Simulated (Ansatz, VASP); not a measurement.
# Two plane-wave programs on Sn2GeTe4

```xyz
7
Lattice="2.1568 1.2452 13.4706 -2.1568 1.2452 13.4706 0.0000 -2.4904 13.4706" Properties=species:S:1:pos:R:3 pbc="T T T"
Sn    0.0000    0.0000   17.1696
Sn    0.0000    0.0000   23.2422
Ge    0.0000    0.0000    0.0000
Te    0.0000    0.0000    5.3524
Te    0.0000    0.0000   35.0593
Te    0.0000    0.0000   28.6015
Te    0.0000    0.0000   11.8102
```

Alike in both runs: functional PBE; k mesh 5 × 5 × 5; occupations gaussian, width 0.2 eV; no spin polarisation.

Ansatz relaxed the structure, and its values are those at the end. VASP's run is a single point on that final structure, the one shown.

|  | VASP | Ansatz |
| --- | --- | --- |
| version | VASP 6.6.1 | Ansatz 0.2.0 |
| potentials or method | VASP PAW PBE potentials, release 64 (Sn_d, Ge_d, Te), cutoff 520 eV | scalar-relativistic, plane waves, PAW |
| valence electrons in the cell | 66 | 106 |

|  | VASP | Ansatz | Ansatz less VASP |
| --- | --- | --- | --- |
| gap on the k mesh at the Fermi level (eV) | none | none | - |
| pressure (GPa) | 0.0 | 0.0 | 0.00 |
| rms of the force components (eV/Å) | 0.008 | 0.006 | -0.0021 |

A gap of «none» marks a metal or a gap that the smearing closes. VASP's potentials hold 66 valence electrons a cell and Ansatz's 106, so a difference there can come from the potentials and not from the codes.

Spin-orbit coupling is off throughout.
